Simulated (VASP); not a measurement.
# AlGaN2 (P-4m2) in VASP: further runs

Runs on AlGaN2. Level: LDA. Tasks: single point.

Program: VASP 6.6.1. These are calculated values, not measurements. Logs are shortened: lines on timing, memory, paths and dates and some standing lists are left out, and cuts for length are marked.

### 1 The cell of the first run

The structure is tetragonal, space group P-4m2 (No. 115). The conventional cell has a = 3.094 Å, b = 3.094 Å, c = 4.490 Å, α = 90.00°, β = 90.00°, γ = 90.00°. Al (site symmetry -4m2) has 4 N at 1.88 Å within 2.5 Å. Ga (site symmetry -4m2) has 4 N at 1.94 Å within 2.6 Å. N (site symmetry 2mm) has 2 Al at 1.88 Å and 2 Ga at 1.94 Å within 2.5 Å.

### 2 Single point, LDA (strain -0.015 along x and y, +0.015 along z)

File INCAR:

```
PREC = Accurate ; ENCUT = 520
EDIFF = 1E-6 ; ISMEAR = 0
SIGMA = 0.05 ; LREAL = False
LASPH = True ; NELM = 100
ALGO = Normal ; ISIF = 2
LWAVE = False ; LCHARG = True
LELF = True ; LVHAR = True
NBANDS = 21
```

File KPOINTS:

```
Automatic mesh
0
Gamma
  8 8 6
```

File POSCAR:

```
AlGaN2
1.0
    3.0937638930      0.0000000000      0.0000000000
    0.0000000000      3.0937638930      0.0000000000
    0.0000000000      0.0000000000      4.4901955091
Al Ga N
1 1 2
Direct
    0.5000000000      0.5000000000      0.5000000000
    0.0000000000      0.0000000000      0.0000000000
    0.5000000000      0.0000000000      0.7382648100
    0.0000000000      0.5000000000      0.2617351900
```

Potentials or basis: VASP PAW LDA potentials, release 64 (Al, Ga_d, N).

Run with:

```
$ cat potpaw_LDA.64/Al/POTCAR potpaw_LDA.64/Ga_d/POTCAR potpaw_LDA.64/N/POTCAR > POTCAR
$ mpirun -np 1 vasp_std > vasp.out
```

OUTCAR:

```text
PREC = Accurate
   ENCUT = 520
   EDIFF = 1E-6
   ISMEAR = 0
   LREAL = False
   LASPH = True
   NELM = 100
   ISIF = 2

 ion  position               nearest neighbor table
   1  0.500  0.500  0.500-   3 1.88   4 1.88   3 1.88   4 1.88   2 3.13   2 3.13   2 3.13   2 3.13
                             2 3.13   2 3.13   2 3.13   2 3.13
   2  0.000  0.000  0.000-   3 1.94   4 1.94   4 1.94   3 1.94   1 3.13   1 3.13   1 3.13   1 3.13
                             1 3.13   1 3.13   1 3.13   1 3.13
   3  0.500  0.000  0.738-   1 1.88   1 1.88   2 1.94   2 1.94
   4  0.000  0.500  0.262-   1 1.88   1 1.88   2 1.94   2 1.94

  LATTYP: Found a simple tetragonal cell.
 ALAT       =     3.0937638930
 C/A-ratio  =     1.4513698086

  Lattice vectors:

 A1 = (   3.0937638930,   0.0000000000,   0.0000000000)
 A2 = (   0.0000000000,   3.0937638930,   0.0000000000)
 A3 = (   0.0000000000,   0.0000000000,   4.4901955091)

Analysis of symmetry for initial positions (statically):
=====================================================================
 Subroutine PRICEL returns:
 Original cell was already a primitive cell.

 Routine SETGRP: Setting up the symmetry group for a
 simple tetragonal supercell.

 Subroutine GETGRP returns: Found  8 space group operations
 (whereof  8 operations were pure point group operations)
 out of a pool of 16 trial point group operations.

The static configuration has the point symmetry D_2d.

Analysis of symmetry for dynamics (positions and initial velocities):
=====================================================================
 Subroutine PRICEL returns:
 Original cell was already a primitive cell.

 Routine SETGRP: Setting up the symmetry group for a
 simple tetragonal supercell.

 Subroutine GETGRP returns: Found  8 space group operations
 (whereof  8 operations were pure point group operations)
 out of a pool of 16 trial point group operations.

The dynamic configuration has the point symmetry D_2d.

 Subroutine INISYM returns: Found  8 space group operations
 (whereof  8 operations are pure point group operations),
 and found     1 'primitive' translations

----------------------------------------------------------------------------------------

                                     Primitive cell

  volume of cell :      42.9773

  direct lattice vectors                    reciprocal lattice vectors
     3.093763893  0.000000000  0.000000000     0.323230872  0.000000000  0.000000000
     0.000000000  3.093763893  0.000000000     0.000000000  0.323230872  0.000000000
     0.000000000  0.000000000  4.490195509     0.000000000  0.000000000  0.222707452

  length of vectors
     3.093763893  3.093763893  4.490195509     0.323230872  0.323230872  0.222707452

  position of ions in fractional coordinates (direct lattice)
     0.500000000  0.500000000  0.500000000
     0.000000000  0.000000000  0.000000000
     0.500000000  0.000000000  0.738264810
     0.000000000  0.500000000  0.261735190

  ion indices of the primitive-cell ions
   primitive index   ion index
                 1           1
                 2           2
                 3           3
                 4           4

----------------------------------------------------------------------------------------

 KPOINTS: Automatic mesh

Automatic generation of k-mesh.
 Grid dimensions read from file:
 generate k-points for:    8    8    6

 Generating k-lattice:

  Cartesian coordinates                     Fractional coordinates (reciprocal lattice)
     0.040403859  0.000000000  0.000000000     0.125000000  0.000000000  0.000000000
     0.000000000  0.040403859  0.000000000     0.000000000  0.125000000  0.000000000
     0.000000000  0.000000000  0.037117909     0.000000000  0.000000000  0.166666667

  Length of vectors
     0.040403859  0.040403859  0.037117909

  Shift w.r.t. Gamma in fractional coordinates (k-lattice)
     0.000000000  0.000000000  0.000000000

 Subroutine IBZKPT returns following result:
 ===========================================

 Found     60 irreducible k-points:

 Following reciprocal coordinates:
            Coordinates               Weight
  0.000000  0.000000  0.000000      1.000000
  0.125000  0.000000  0.000000      4.000000
  0.250000  0.000000  0.000000      4.000000
  0.375000  0.000000  0.000000      4.000000
  0.500000  0.000000  0.000000      2.000000
  0.125000  0.125000  0.000000      4.000000
[... 16 lines left out ...]
  0.375000  0.125000  0.166667     16.000000
  0.500000  0.125000  0.166667      8.000000
 [... further k-points ...]
   k-points           NKPTS =     60   k-points in BZ     NKDIM =     60   number of bands    NBANDS=     21
   number of dos      NEDOS =    301   number of ions     NIONS =      4
   total plane-waves  NPLWV =  20736
   dimension x,y,z NGX =    24 NGY =   24 NGZ =   36
   dimension x,y,z NGXF=    48 NGYF=   48 NGZF=   72
   ions per type =               1   1   2
   NGX,Y,Z   is equivalent  to a cutoff of  12.90, 12.90, 13.33 a.u.
   NGXF,Y,Z  is equivalent  to a cutoff of  25.79, 25.79, 26.66 a.u.
 SYSTEM =  unknown system
   PREC   = accura    normal or accurate (medium, high low for compatibility)
   ISTART =      0    job   : 0-new  1-cont  2-samecut
   ICHARG =      2    charge: 1-file 2-atom 10-const
   ISPIN  =      1    spin polarized calculation?
   LNONCOLLINEAR =      F non collinear calculations
   LSORBIT =      F    spin-orbit coupling
   LASPH  =      T    aspherical Exc in radial PAW
   ENCUT  =  520.0 eV  38.22 Ry    6.18 a.u.   5.75  5.75  8.35*2*pi/ulx,y,z
   NELM   =    100;   NELMIN=  2; NELMDL= -5     # of ELM steps
   EDIFF  = 0.1E-05   stopping-criterion for ELM
   LREAL  =      F    real-space projection
   EDIFFG = 0.1E-04   stopping-criterion for IOM
   NSW    =      0    number of steps for IOM
   IBRION =     -1    ionic relax: 0-MD 1-quasi-New 2-CG
   NFREE  =      0    steps in history (QN), initial steepest desc. (CG)
   ISIF   =      2    stress and relaxation
   ISYM   =      2    0-nonsym 1-usesym 2-fastsym
   POTIM  = 0.5000    time-step for ionic-motion
   TEBEG  =    0.0;   TEEND  =   0.0 temperature during run
   PSTRESS=    0.0 pullay stress
   NELECT =      26.0000    total number of electrons
   NUPDOWN=      -1.0000    fix difference up-down
   EMIN   =  10.00;   EMAX   =-10.00  energy-range for DOS
   EFERMI =   0.00;   METHOD = LEGACY
   ISMEAR =     0;   SIGMA  =   0.05  broadening in eV -4-tet -1-fermi 0-gaus
   EFERMI_NEDOS =   21; number of points for ismear=-14 and -15
   IALGO  =     38    algorithm
   IMIX   =      4    mixing-type and parameters
     AMIX     =   0.40;   BMIX     =  1.00
     AMIX_MAG =   1.60;   BMIX_MAG =  1.00
  volume/ion in A,a.u.               =      10.74        72.51
  Fermi-wavevector in a.u.,A,eV,Ry     =   1.384584  2.616485 26.083373  1.917074
  Thomas-Fermi vector in A             =   2.509075
   LORBIT       =      0    0 simple, 1 ext, 2 COOP (PROOUT), +10 PAW based schemes
   GGA     = CA    functional components
   LHFCALC =     F    Hartree Fock is set to
   AEXX    =    0.0000 exact exchange contribution
   IVDW    =     0    specifies the selected vdW correction
   LEPSILON=     F    determine dielectric tensor
   LRPA    =     F    only Hartree local field effects (RPA)
 non-spin polarized calculation
 Gauss-broadening in eV      SIGMA  =   0.05
  energy-cutoff  :      520.00
  volume of cell :       42.98
 maximum number of plane-waves:      1192
 NGX is ok and might be reduce to    24
   NGX = 11   NGY = 11   NGZ = 17

 number of electron      25.9999995 magnetization

 Free energy of the ion-electron system (eV)
  ---------------------------------------------------
  ext. energy  EPLUGINS =         0.00000000
  ---------------------------------------------------
  free energy    TOTEN  =       -30.30159080 eV

  energy without entropy =      -30.30159080  energy(sigma->0) =      -30.30159080

 E-fermi :   5.8863     XC(G=0): -11.7988

 val. band max:        5.5945849803   @ k =   0.0000   0.0000   0.0000
 cond. band min:       8.5288817167   @ k =   0.0000   0.0000   0.0000
 fundamental gap:      2.9342967364
 Fermi energy:         5.8862566715

 k-point     1 :       0.0000    0.0000    0.0000
  band No.  band energies     occupation
      1      -9.9203      2.00000
      2      -8.5413      2.00000
      3      -7.5449      2.00000
      4      -7.5449      2.00000
      5      -7.5035      2.00000
      6      -7.3469      2.00000
[... 13 lines left out ...]
     20      17.9299      0.00000
     21      20.5612      0.00000

 k-point     2 :       0.1250    0.0000    0.0000
  band No.  band energies     occupation
      1      -9.7802      2.00000
      2      -8.5384      2.00000
      3      -7.5604      2.00000
      4      -7.5421      2.00000
      5      -7.4747      2.00000
      6      -7.3590      2.00000
[... 13 lines left out ...]
     20      17.7525      0.00000
     21      20.1371      0.00000

 k-point     3 :       0.2500    0.0000    0.0000
  band No.  band energies     occupation
      1      -9.4100      2.00000
      2      -8.5428      2.00000
      3      -7.5531      2.00000
      4      -7.5352      2.00000
      5      -7.3882      2.00000
      6      -7.3836      2.00000
[... 13 lines left out ...]
     20      17.2620      0.00000
     21      19.1496      0.00000
[... 457 lines left out ...]
 k-point    23 :       0.3750    0.1250    0.1667
  band No.  band energies     occupation
      1      -8.8870      2.00000
      2      -8.5468      2.00000
      3      -7.5437      2.00000
      4      -7.4621      2.00000
      5      -7.4388      2.00000
      6      -7.0319      2.00000
[... 13 lines left out ...]
     20      17.6171      0.00000
     21      18.0659      0.00000

 k-point    24 :       0.5000    0.1250    0.1667
  band No.  band energies     occupation
      1      -8.7464      2.00000
      2      -8.5593      2.00000
      3      -7.5362      2.00000
      4      -7.4527      2.00000
      5      -7.4457      2.00000
      6      -6.6578      2.00000
[... 13 lines left out ...]
     20      17.7394      0.00000
     21      17.8609      0.00000

 [... further k-points ...]
[... 5 lines left out ...]
  --------------------------------------------------------------------------------------
  -------------------------------------------------------------------------------------
  Total        0.0795823      0.0795823     -1.1266069      0.0000000      0.0000000     -0.0000000
  in kB        2.9667949      2.9667949    -41.9994309      0.0000000      0.0000000     -0.0000000
  external PRESSURE =     -12.0219470 kB  Pullay stress =       0.0000000 kB

 VOLUME and BASIS-vectors are now :
 -----------------------------------------------------------------------------
  energy-cutoff  :      520.00
  volume of cell :       42.98
      direct lattice vectors                 reciprocal lattice vectors
     3.093763893  0.000000000  0.000000000     0.323230872  0.000000000  0.000000000
     0.000000000  3.093763893  0.000000000     0.000000000  0.323230872  0.000000000
     0.000000000  0.000000000  4.490195509     0.000000000  0.000000000  0.222707452

 POSITION                                       TOTAL-FORCE (eV/Angst)
 -----------------------------------------------------------------------------------
      1.54688      1.54688      2.24510         0.000000      0.000000      0.000000
      0.00000      0.00000      0.00000         0.000000     -0.000000      0.000000
      1.54688      0.00000      3.31495         0.000000     -0.000000      0.228965
      0.00000      1.54688      1.17524        -0.000000     -0.000000     -0.228965
 -----------------------------------------------------------------------------------
    total drift:                                0.000000      0.000000     -0.000000

  FREE ENERGIE OF THE ION-ELECTRON SYSTEM (eV)
  ---------------------------------------------------
  free  energy   TOTEN  =       -30.3015908039 eV

  energy  without entropy=      -30.3015908039  energy(sigma->0) =      -30.30159080
```

Wall time 25 s (1 thread of Intel Xeon 6975P-C, shared host); peak memory 0.17 GiB.

Results:

| Item | Value |
| --- | --- |
| Free energy | -30.3016 eV |
| Pressure | -1.2 GPa |
| Largest force | 0.229 eV/Å |
| Band gap on the k mesh | 2.93 eV, direct |

Forces on the atoms (eV/Å):
```
Al   0.000  0.000  0.000
Ga   0.000  0.000  0.000
N    0.000  0.000  0.229
N    0.000  0.000 -0.229
```

Caveat: the cell differs from its parent crystal (strain -0.015 along x and y, +0.015 along z).

(Continued in part 2 of 2.)
